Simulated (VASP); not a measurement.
Here is a VASP 6.6.1 calculation.

Contents of INCAR:

```
  PREC = Accurate
  ENCUT = 520
  EDIFF = 1E-6
  ISMEAR = 0
  SIGMA = 0.1
  LREAL = False
  LASPH = True
  NELM = 100
  ALGO = Normal
  ISIF = 2
  LWAVE = False
  LCHARG = False
  GGA = PE
  NBANDS = 28
```

KPOINTS

```
regular mesh
0
Gamma
  4 4 4
```

Contents of POSCAR:

```
K3SBr
1.0
    5.4036991500      0.0000000000      0.0000000000
    0.0000000000      5.4036991500      0.0000000000
    0.0000000000      0.0000000000      5.4036991500
K S Br
3 1 1
Direct
    0.0000000000      0.5000000000      0.0000000000
    0.0000000000      0.0000000000      0.5000000000
    0.5000000000      0.0000000000      0.0000000000
    0.5000000000      0.5000000000      0.5000000000
    0.0000000000      0.0000000000      0.0000000000
```

Potentials or basis: VASP PAW PBE potentials, release 64 (K_sv, S, Br).

Command:

```console
$ cat potpaw_PBE.64/K_sv/POTCAR potpaw_PBE.64/S/POTCAR potpaw_PBE.64/Br/POTCAR > POTCAR
$ mpirun -np 1 vasp_std > vasp.out
```

**Question.** Predict the pressure.

**Answer.** 7.8 GPa.

**Question.** What does it give for the band gap on the k mesh?

**Answer.** 1.86 eV.

Caveat: the cell stands under pressure.
